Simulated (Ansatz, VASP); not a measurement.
# Two plane-wave programs on Ru

```
Ru
1.0
     2.70580    0.00000    0.00000
    -1.35290    2.34329    0.00000
     0.00000    0.00000    4.28190
Ru
2
Cartesian
  1.3529 0.7811 3.2114
  0.0000 1.5622 1.0705
```

Alike in both runs: functional r2SCAN; k mesh 8 × 8 × 5; occupations fermi-dirac, width 0.05 eV; non-collinear spin, spin-orbit coupling.

|  | VASP | Ansatz |
| --- | --- | --- |
| version | VASP 6.6.1 | Ansatz 0.2.0 |
| potentials or method | VASP PAW PBE potentials, release 64 (Ru_sv) | Ansatz PAW |
| plane-wave cutoff (eV) | 620 | 500 |
| valence electrons in the cell | 32 | 32 |
| task | single point | band structure |

```tsv
	VASP	Ansatz	Ansatz less VASP
pressure (GPa)	-2.2	-2.4	-0.24
traceless stress, the component that is largest in VASP (GPa)	-1.00	-1.01	-0.011
```

VASP's potentials were made for PBE, not for r2SCAN. With one functional, cell and mesh, what is left measures potentials, basis and numerics.
